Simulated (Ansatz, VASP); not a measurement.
One calculation of SrCl2, two programs

Contents of INCAR:

```
PREC = Accurate
ENCUT = 520
EDIFF = 1E-7
ISMEAR = 0
SIGMA = 0.05
LREAL = False
LASPH = True
NELM = 100
ALGO = Normal
ISIF = 2
LWAVE = False
LCHARG = True
GGA = PE
LELF = True
LVHAR = True
NBANDS = 19
```

KPOINTS

```
Automatic mesh
0
Gamma
  6 6 6
```

File POSCAR:

```
SrCl2
1.0
    0.0000000000      3.4855000000      3.4855000000
    3.4855000000      0.0000000000      3.4855000000
    3.4855000000      3.4855000000      0.0000000000
Sr Cl
1 2
Direct
    0.0000000000      0.0000000000      0.0000000000
    0.2284822837      0.2715177163      0.2715177163
    0.7284822837      0.7715177163      0.7715177163
```

Input for Ansatz:

```yaml
crystal:
  lattice:
    - [0.0, 3.4855, 3.4855]
    - [3.4855, 0.0, 3.4855]
    - [3.4855, 3.4855, 0.0]
  atoms:
    - { symbol: Sr, position: [0.0, 0.0, 0.0] }
    - { symbol: Cl, position: [0.2284822837, 0.2715177163, 0.2715177163] }
    - { symbol: Cl, position: [0.7284822837, 0.7715177163, 0.7715177163] }
basis:
  ecutwfc: 420
kpoints:
  mp_grid: { grid: [6, 6, 6] }
hamiltonian:
  xc: pbe
scf:
  occupations: { method: gaussian, width: 0.05 }
output:
  forces: true
  stress: true
  eigenvalues: true
```

Change from the starting cell: all Cl atoms moved +0.150 Å, as atom 2 along Cartesian [1 0 0].

Alike in both runs: task single point; functional PBE; k mesh 6 × 6 × 6; occupations gaussian, width 0.05 eV; no spin polarisation.

```csv
,VASP,Ansatz
version,VASP 6.6.1,Ansatz 0.2.0
potentials or method,"VASP PAW PBE potentials, release 64 (Sr_sv, Cl), cutoff 520 eV","scalar-relativistic, plane waves, PAW"
valence electrons in the cell,24,24
```

|  | VASP | Ansatz | Ansatz less VASP |
| --- | --- | --- | --- |
| gap on the k mesh at the Fermi level (eV) | 5.33 | 5.33 | +0.003 |
| least direct gap on the mesh (eV) | 5.50 | 5.50 | +0.001 |
| pressure (GPa) | 1.4 | 1.4 | -0.09 |
| traceless stress, the component that is largest in VASP (GPa) | -0.10 | -0.10 | +0.004 |
| rms of the force components (eV/Å) | 0.170 | 0.166 | -0.0041 |

Atom by atom the forces differ by 0.004 eV/Å (rms over components). With one functional, cell and mesh, what is left measures potentials, basis and numerics.
